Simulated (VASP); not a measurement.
A run of VASP 6.6.1:

Contents of INCAR:

```
PREC = Accurate
ENCUT = 520
EDIFF = 1E-6
ISMEAR = -1
SIGMA = 0.08
LREAL = F
LASPH = T
NELM = 100
ALGO = Normal
ISIF = 2
LWAVE = F
LCHARG = T
GGA = PS
LELF = T
LVHAR = T
NBANDS = 12
```

The input KPOINTS:

```
regular mesh
0
Gamma
  14 14 14
```

The input POSCAR:

```
Zr
1.0
   -1.8039464431      1.8039464431      1.8039464431
    1.8039464431     -1.8039464431      1.8039464431
    1.8039464431      1.8039464431     -1.8039464431
Zr
1
Direct
    0.0000000000      0.0000000000      0.0000000000
```

Potentials or basis: VASP PAW PBE potentials, release 64 (Zr_sv).

The run is started by

```sh
$ cat potpaw_PBE.64/Zr_sv/POTCAR > POTCAR
$ mpirun -np 1 vasp_std > vasp.out
```

Hardware: 1 thread of Intel(R) Xeon(R) Platinum 8488C (Sapphire Rapids) (shared host).

Estimate the wall time of this run.

It took 14 s on 1 thread of Intel(R) Xeon(R) Platinum 8488C (Sapphire Rapids), with other jobs on the host, peak memory 0.15 GiB. Counts: scf iterations 12, k points 104.
